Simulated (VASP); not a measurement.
ZnS:

```xyz
4
Lattice="3.8110 0.0000 0.0000 -1.9055 3.3004 0.0000 0.0000 0.0000 6.2340" Properties=species:S:1:pos:R:3 pbc="T T T"
Zn    1.9055    1.1001    3.1170
Zn    0.0000    2.2003    0.0000
S     1.9055    1.1001    5.5171
S     0.0000    2.2003    2.4001
```

* Program: VASP 6.6.1
* Task: relaxation of cell and atoms
* Functional: r2SCAN50
* Potentials or basis: VASP PAW PBE potentials, release 64 (Zn, S)
* Cutoff: 600 eV
* k mesh: 4 × 4 × 3
* Occupations: fermi-dirac, width 0.05 eV
* Spin: no spin polarisation

At the start: pressure 0.2 GPa; volume 19.60 Å³/atom.

Task: How do energy, volume and symmetry change on relaxing?

Result: Over 6 steps the energy falls by 5.5 meV/atom; space group P6_3mc (No. 186, to 0.1 Å) before and after.

The path:
| step | energy change (eV) | largest force (eV/Å) | pressure (GPa) | volume (Å³) |
| --- | --- | --- | --- | --- |
| 1 | 0.0000 | 0.3314 | 0.19 | 78.41 |
| 2 | -0.0180 | 0.0783 | -0.21 | 78.66 |
| 3 | -0.0180 | 0.0730 | -0.21 | 78.67 |
| 4 | -0.0202 | 0.0423 | 0.10 | 78.40 |
| 5 | -0.0212 | 0.0036 | 0.46 | 78.06 |
| 6 | -0.0222 | 0.0003 | 0.01 | 78.43 |

Final structure:
```
Zn S
1.0
     3.81311    0.00000    0.00000
    -1.90655    3.30225    0.00000
     0.00000    0.00000    6.22844
Zn S
2 2
Cartesian
  1.9066 1.1007 3.1449
  0.0000 2.2015 0.0307
  1.9066 1.1007 5.4814
  0.0000 2.2015 2.3672
```

Caveat: the k points lie up to 0.48 Å⁻¹ apart in the final cell; the PAW data sets were made with another functional, which shifts forces and pressure a little.
